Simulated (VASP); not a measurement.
# CuO (P-1) in VASP: further runs, part 2 of 3

VASP 6.6.1. The steps go on from the part before.

### 3 Single point, PBEsol

INCAR

```
PREC     = Accurate       # precision mode
ENCUT    = 820            # plane-wave cutoff, eV
EDIFF    = 1E-6           # SCF threshold, eV
ISMEAR   = 0              # smearing method
SIGMA    = 0.05           # smearing width, eV
LREAL    = False          # projectors in reciprocal space
LASPH    = True           # aspherical terms in the spheres
NELM     = 120            # most SCF steps
ALGO     = Normal         # electronic algorithm
ISIF     = 2              # what is computed and relaxed
LWAVE    = False          # write WAVECAR
LCHARG   = False          # write CHGCAR
GGA      = PS             # functional
NBANDS   = 33             # bands
GGA_COMPAT= False
```

KPOINTS

```
Automatic mesh
0
Gamma
  7 7 4
```

POSCAR

```
CuO
1.0
    2.8795009639      0.0000000000      0.0000000000
    0.0390727580      2.8792794796      0.0000000000
    0.0174953863      0.0172449008      5.1763391994
Cu O
2 2
Direct
    0.5000000000      0.0000000000      0.5000000000
    0.0000000000      0.5000000000      0.0000000000
    0.0015760300      0.9983282200      0.2501129000
    0.9984239700      0.0016717800      0.7498871000
```

Potentials or basis: VASP PAW PBE potentials, release 64 (Cu_sv_GW, O).

Launch:

```
> cat potpaw_PBE.64/Cu_sv_GW/POTCAR potpaw_PBE.64/O/POTCAR > POTCAR
> mpirun -np 1 vasp_std > vasp.out
```

OUTCAR:

```text
PREC = Accurate
   ENCUT = 820
   EDIFF = 1E-6
   ISMEAR = 0
   LREAL = False
   LASPH = True
   NELM = 120
   ISIF = 2
   GGA = PS

 ion  position               nearest neighbor table
   1  0.500  0.000  0.500-   3 1.94   4 1.94   3 1.94   4 1.94
   2  0.000  0.500  0.000-   3 1.94   4 1.94   4 1.94   3 1.94
   3  0.002  0.998  0.250-   1 1.94   1 1.94   2 1.94   2 1.94
   4  0.998  0.002  0.750-   1 1.94   1 1.94   2 1.94   2 1.94

  LATTYP: Found a base centered monoclinic cell.
 ALAT       =    11.1169163425
 B/A-ratio  =     0.3638182808
 C/A-ratio  =     0.4656324948
 COS(beta)  =    -0.9295148209

  Lattice vectors:

 A1 = (   2.8620055776,  -0.0172449008,  -5.1763391994)
 A2 = (   0.0215773717,   2.8620345788,  -5.1763391994)
 A3 = (   0.0174953863,   0.0172449008,   5.1763391994)

Analysis of symmetry for initial positions (statically):
=====================================================================
 Subroutine PRICEL returns:
 Original cell was already a primitive cell.

 Routine SETGRP: Setting up the symmetry group for a
 base centered monoclinic supercell.

 Subroutine GETGRP returns: Found  2 space group operations
 (whereof  2 operations were pure point group operations)
 out of a pool of  4 trial point group operations.

The static configuration has the point symmetry S_2 .

Analysis of symmetry for dynamics (positions and initial velocities):
=====================================================================
 Subroutine PRICEL returns:
 Original cell was already a primitive cell.

 Routine SETGRP: Setting up the symmetry group for a
 base centered monoclinic supercell.

 Subroutine GETGRP returns: Found  2 space group operations
 (whereof  2 operations were pure point group operations)
 out of a pool of  4 trial point group operations.

The dynamic configuration has the point symmetry S_2 .

 Subroutine INISYM returns: Found  2 space group operations
 (whereof  2 operations are pure point group operations),
 and found     1 'primitive' translations

----------------------------------------------------------------------------------------

                                     Primitive cell

  volume of cell :      42.9164

  direct lattice vectors                    reciprocal lattice vectors
     2.879500964  0.000000000  0.000000000     0.347282398 -0.004712735 -0.001158071
     0.039072758  2.879279480  0.000000000     0.000000000  0.347309112 -0.001157055
     0.017495386  0.017244901  5.176339199     0.000000000  0.000000000  0.193186722

  length of vectors
     2.879500964  2.879544582  5.176397491     0.347316304  0.347311040  0.193186722

  position of ions in fractional coordinates (direct lattice)
     0.500000000  0.000000000  0.500000000
     1.000000000  0.500000000  0.000000000
     0.001576030  0.998328220  0.250112900
     0.998423970  0.001671780  0.749887100

  ion indices of the primitive-cell ions
   primitive index   ion index
                 1           1
                 2           2
                 3           3
                 4           4

----------------------------------------------------------------------------------------

 KPOINTS: Automatic mesh

Automatic generation of k-mesh.
 Grid dimensions read from file:
 generate k-points for:    7    7    4

 Generating k-lattice:

  Cartesian coordinates                     Fractional coordinates (reciprocal lattice)
     0.049611771 -0.000673248 -0.000165439     0.142857143 -0.000000000 -0.000000000
     0.000000000  0.049615587 -0.000165294     0.000000000  0.142857143  0.000000000
     0.000000000  0.000000000  0.048296680     0.000000000  0.000000000  0.250000000

  Length of vectors
     0.049616615  0.049615863  0.048296680

  Shift w.r.t. Gamma in fractional coordinates (k-lattice)
     0.000000000  0.000000000  0.000000000

 Subroutine IBZKPT returns following result:
 ===========================================

 Found     99 irreducible k-points:

 Following reciprocal coordinates:
            Coordinates               Weight
  0.000000  0.000000  0.000000      1.000000
  0.142857 -0.000000  0.000000      2.000000
  0.000000 -0.142857  0.000000      2.000000
  0.285714  0.000000  0.000000      2.000000
  0.000000 -0.285714  0.000000      2.000000
  0.428571  0.000000  0.000000      2.000000
[... 16 lines left out ...]
 -0.285714  0.285714 -0.000000      2.000000
  0.428571  0.428571 -0.000000      2.000000
 [... further k-points ...]
   k-points           NKPTS =     99   k-points in BZ     NKDIM =     99   number of bands    NBANDS=     33
   number of dos      NEDOS =    301   number of ions     NIONS =      4
   total plane-waves  NPLWV =  37632
   dimension x,y,z NGX =    28 NGY =   28 NGZ =   48
   dimension x,y,z NGXF=    56 NGYF=   56 NGZF=   96
   ions per type =               2   2
   NGX,Y,Z   is equivalent  to a cutoff of  16.17, 16.17, 15.42 a.u.
   NGXF,Y,Z  is equivalent  to a cutoff of  32.33, 32.33, 30.83 a.u.
 SYSTEM =  unknown system
   PREC   = accura    normal or accurate (medium, high low for compatibility)
   ISTART =      0    job   : 0-new  1-cont  2-samecut
   ICHARG =      2    charge: 1-file 2-atom 10-const
   ISPIN  =      1    spin polarized calculation?
   LNONCOLLINEAR =      F non collinear calculations
   LSORBIT =      F    spin-orbit coupling
   LASPH  =      T    aspherical Exc in radial PAW
   ENCUT  =  820.0 eV  60.27 Ry    7.76 a.u.   6.72  6.72 12.09*2*pi/ulx,y,z
   NELM   =    120;   NELMIN=  2; NELMDL= -5     # of ELM steps
   EDIFF  = 0.1E-05   stopping-criterion for ELM
   LREAL  =      F    real-space projection
   EDIFFG = 0.1E-04   stopping-criterion for IOM
   NSW    =      0    number of steps for IOM
   IBRION =     -1    ionic relax: 0-MD 1-quasi-New 2-CG
   NFREE  =      0    steps in history (QN), initial steepest desc. (CG)
   ISIF   =      2    stress and relaxation
   ISYM   =      2    0-nonsym 1-usesym 2-fastsym
   POTIM  = 0.5000    time-step for ionic-motion
   TEBEG  =    0.0;   TEEND  =   0.0 temperature during run
   PSTRESS=    0.0 pullay stress
   NELECT =      50.0000    total number of electrons
   NUPDOWN=      -1.0000    fix difference up-down
   EMIN   =  10.00;   EMAX   =-10.00  energy-range for DOS
   EFERMI =   0.00;   METHOD = LEGACY
   ISMEAR =     0;   SIGMA  =   0.05  broadening in eV -4-tet -1-fermi 0-gaus
   EFERMI_NEDOS =   21; number of points for ismear=-14 and -15
   IALGO  =     38    algorithm
   IMIX   =      4    mixing-type and parameters
     AMIX     =   0.40;   BMIX     =  1.00
     AMIX_MAG =   1.60;   BMIX_MAG =  1.00
  volume/ion in A,a.u.               =      10.73        72.40
  Fermi-wavevector in a.u.,A,eV,Ry     =   1.722623  3.255285 40.374336  2.967430
  Thomas-Fermi vector in A             =   2.798653
   LORBIT       =      0    0 simple, 1 ext, 2 COOP (PROOUT), +10 PAW based schemes
   GGA     = PS    functional components
   LHFCALC =     F    Hartree Fock is set to
   AEXX    =    0.0000 exact exchange contribution
   IVDW    =     0    specifies the selected vdW correction
   LEPSILON=     F    determine dielectric tensor
   LRPA    =     F    only Hartree local field effects (RPA)
 non-spin polarized calculation
 Gauss-broadening in eV      SIGMA  =   0.05
  energy-cutoff  :      820.00
  volume of cell :       42.92
 maximum number of plane-waves:      2306
   NGX = 13   NGY = 13   NGZ = 25

 number of electron      50.0000025 magnetization

 Free energy of the ion-electron system (eV)
  ---------------------------------------------------
  ext. energy  EPLUGINS =         0.00000000
  ---------------------------------------------------
  free energy    TOTEN  =       -21.67622915 eV

  energy without entropy =      -21.67439548  energy(sigma->0) =      -21.67531231

 E-fermi :   5.1379     XC(G=0): -12.1326

 val. band max:        5.1129536352   @ k =   0.1429  -0.0000   0.2500
 cond. band min:       5.1584103720   @ k =  -0.2857   0.1429   0.5000
 fundamental gap:      0.0454567368
 Fermi energy:         5.1378679319

 k-point     1 :       0.0000    0.0000    0.0000
  band No.  band energies     occupation
      1    -107.3562      2.00000
      2    -107.3519      2.00000
      3     -64.9962      2.00000
      4     -64.9912      2.00000
      5     -64.9625      2.00000
      6     -64.9548      2.00000
[... 853 lines left out ...]
     32      16.0102      0.00000
     33      17.2665      0.00000

 [... further k-points ...]

------------------------ aborting loop because EDIFF is reached ----------------------------------------

  FORCE on cell =-STRESS in cart. coord.  units (eV):
  Direction    XX          YY          ZZ          XY          YZ          ZX
  --------------------------------------------------------------------------------------
  -------------------------------------------------------------------------------------
  Total       -0.3352703     -0.3450283     -1.3562334     -0.0261295     -0.0021787     -0.0055066
  in kB      -12.5164720    -12.8807612    -50.6315538     -0.9754772     -0.0813353     -0.2055740
  external PRESSURE =     -25.3429290 kB  Pullay stress =       0.0000000 kB

 VOLUME and BASIS-vectors are now :
 -----------------------------------------------------------------------------
  energy-cutoff  :      820.00
  volume of cell :       42.92
      direct lattice vectors                 reciprocal lattice vectors
     2.879500964  0.000000000  0.000000000     0.347282398 -0.004712735 -0.001158071
     0.039072758  2.879279480  0.000000000     0.000000000  0.347309112 -0.001157055
     0.017495386  0.017244901  5.176339199     0.000000000  0.000000000  0.193186722

 POSITION                                       TOTAL-FORCE (eV/Angst)
 -----------------------------------------------------------------------------------
      1.44850      0.00862      2.58817        -0.000000      0.000000      0.000000
      0.01954      1.43964      0.00000        -0.000000      0.000000      0.000000
      0.04792      2.87878      1.29467        -0.006316      0.007901     -0.008580
      2.88815      0.01775      3.88167         0.006316     -0.007901      0.008580
 -----------------------------------------------------------------------------------
    total drift:                                0.000000      0.000000      0.000000

  FREE ENERGIE OF THE ION-ELECTRON SYSTEM (eV)
  ---------------------------------------------------
  free  energy   TOTEN  =       -21.6762291468 eV

  energy  without entropy=      -21.6743954765  energy(sigma->0) =      -21.67531231
```

Wall time 3.2 min (1 thread of Intel Xeon 6975P-C (Granite Rapids), shared host); peak memory 0.39 GiB.

What came out:

```yaml
Free_energy: -21.6762 eV
Pressure: -2.5 GPa
Largest_force: 0.013 eV/Å
Band_gap_on_the_k_mesh: zero (bands 25 and 26 overlap by 1.12 eV)
```

Forces in eV/Å, atoms in the order of the input:
```
Cu   0.000  0.000  0.000
Cu   0.000  0.000  0.000
O   -0.006  0.008 -0.009
O    0.006 -0.008  0.009
```

Caveat: the PAW data sets were made with another functional, which shifts forces and pressure a little; semilocal functionals often make such compounds metallic where correlation or magnetic order opens a gap, which also shifts bond lengths. With open d or f shells a metallic result of PBEsol can be an artefact of self-interaction; +U or a hybrid may open a gap.

(Continued in part 3 of 3.)

The gap in the log of VASP goes by the Fermi energy; the results here count the filled bands.